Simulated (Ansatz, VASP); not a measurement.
# One calculation of H4C, two programs

```
C H
1.0
     7.95811    0.00000    0.00000
     0.00000    7.95811    0.00000
     0.00000    0.00000    7.95811
C H
8 32
Direct
  0.69428 0.84064 0.25981
  0.96429 0.50212 0.51951
  0.09439 0.35619 0.00140
  0.28916 0.90305 0.92001
  0.34950 0.11704 0.45162
  0.47000 0.58521 0.62300
  0.60425 0.39571 0.10382
  0.81018 0.00158 0.77511
  0.73583 0.92587 0.35810
  0.58945 0.76625 0.30602
  0.79701 0.75740 0.22498
  0.65461 0.91256 0.15074
  0.03361 0.58506 0.43581
  0.05184 0.42534 0.59091
  0.88287 0.42104 0.44549
  0.88872 0.57695 0.60534
  0.20347 0.35653 0.91894
  0.07466 0.48188 0.05177
  0.11544 0.26869 0.10444
  0.98416 0.31761 0.93047
  0.18312 0.91958 0.00461
  0.34634 0.02469 0.89482
  0.24563 0.84803 0.80275
  0.38133 0.82022 0.97760
  0.24703 0.15691 0.53281
  0.30836 0.01276 0.37330
  0.45522 0.07679 0.52842
  0.38794 0.22120 0.37197
  0.51752 0.71384 0.62139
  0.34477 0.58238 0.56735
  0.46301 0.54030 0.75209
  0.55440 0.50477 0.55130
  0.47858 0.44507 0.12878
  0.67680 0.39366 0.22028
  0.66790 0.47625 0.01347
  0.59451 0.26808 0.05357
  0.85902 0.02703 0.90013
  0.73715 0.88602 0.77745
  0.91448 0.98819 0.68791
  0.73028 0.10524 0.73543
```

Alike in both runs: functional r2SCAN; dispersion D3(BJ); k mesh 1 × 1 × 1; occupations fermi-dirac, width 0.02 eV; no spin polarisation.

Ansatz relaxed the structure, and its values are those at the end. VASP's run is a single point on that final structure, the one shown.

|  | VASP | Ansatz |
| --- | --- | --- |
| version | VASP 6.6.1 | Ansatz 0.2.0 |
| potentials or method | VASP PAW PBE potentials, release 64 (C, H), cutoff 520 eV | scalar-relativistic, plane waves, PAW |
| valence electrons in the cell | 64 | 64 |

Ansatz gave:

- gap on the k mesh at the Fermi level (eV): 8.25
- rms of the force components (eV/Å): 0.040

What did VASP give for the same quantities?

gap on the k mesh at the Fermi level (eV): 8.26; rms of the force components (eV/Å): 0.038.

VASP's potentials were made for PBE, not for r2SCAN. Ansatz's warnings: dispersion damping borrowed, xc potential rough in thin density.
